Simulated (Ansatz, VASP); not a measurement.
**AlN in VASP and in Ansatz**

Contents of POSCAR:

```
AlN
1.0
    3.1066984497      0.0000000000      0.0000000000
   -1.5533492249      2.6904797793      0.0000000000
    0.0746784519      0.0000000000      4.9785634599
Al N
2 2
Direct
    0.6666666667      0.3333333333      0.4992046289
    0.3333333333      0.6666666667      0.9992046289
    0.6666666667      0.3333333333      0.8807953711
    0.3333333333      0.6666666667      0.3807953711
```

INCAR.step1

```
  ALGO = Normal
  EDIFF = 1E-4
  ENCUT = 520
  GGA = PE
  ISMEAR = 0
  LASPH = True
  LCHARG = False
  LREAL = False
  LWAVE = True
  NELM = 100
  PREC = Accurate
  SIGMA = 0.02
```

File INCAR.step2:

```
  ALGO = Normal
  EDIFF = 1E-6
  EDIFFG = -0.008
  ENCUT = 520
  IBRION = 2
  ISIF = 2
  ISMEAR = 0
  ISTART = 1
  LASPH = True
  LCHARG = False
  LMIXTAU = True
  LREAL = False
  LWAVE = False
  METAGGA = R2SCAN
  NELM = 100
  NSW = 60
  PREC = Accurate
  SIGMA = 0.02
```

File KPOINTS:

```
k-points
0
Gamma
  9 9 6
```

Input for Ansatz:

```yaml
crystal:
  lattice:
    - [3.1066984497, 0.0, 0.0]
    - [-1.5533492249, 2.6904797793, 0.0]
    - [0.0746784519, 0.0, 4.9785634599]
  atoms:
    - { symbol: Al, position: [0.6666666667, 0.3333333333, 0.4992046289] }
    - { symbol: Al, position: [0.3333333333, 0.6666666667, 0.9992046289] }
    - { symbol: "N", position: [0.6666666667, 0.3333333333, 0.8807953711] }
    - { symbol: "N", position: [0.3333333333, 0.6666666667, 0.3807953711] }
basis:
  ecutwfc: 500
kpoints:
  mp_grid: { grid: [9, 9, 6] }
hamiltonian:
  xc: r2scan
scf:
  occupations: { method: gaussian, width: 0.02 }
output:
  forces: true
  stress: true
  eigenvalues: true
relax:
  adjacent_minimum: "off"
  f_tol: 0.008
  max_steps: 40
```

Change from the starting cell: shear of c along a, cell held, atoms relaxed: +1.5 %.

Alike in both runs: task relaxation of the atoms; functional r2SCAN; k mesh 9 × 9 × 6; occupations gaussian, width 0.02 eV; no spin polarisation.

```csv
,VASP,Ansatz
version,VASP 6.6.1,Ansatz 0.2.0
potentials or method,"VASP PAW PBE potentials, release 64 (Al, N), cutoff 520 eV","scalar-relativistic, plane waves, PAW"
valence electrons in the cell,16,16
```

```tsv
	VASP	Ansatz	Ansatz less VASP
gap on the k mesh at the Fermi level, each at its own relaxed structure (eV)	4.91	4.87	-0.040
```

VASP's potentials were made for PBE, not for r2SCAN. Ansatz's warnings: stress scf threshold loose.
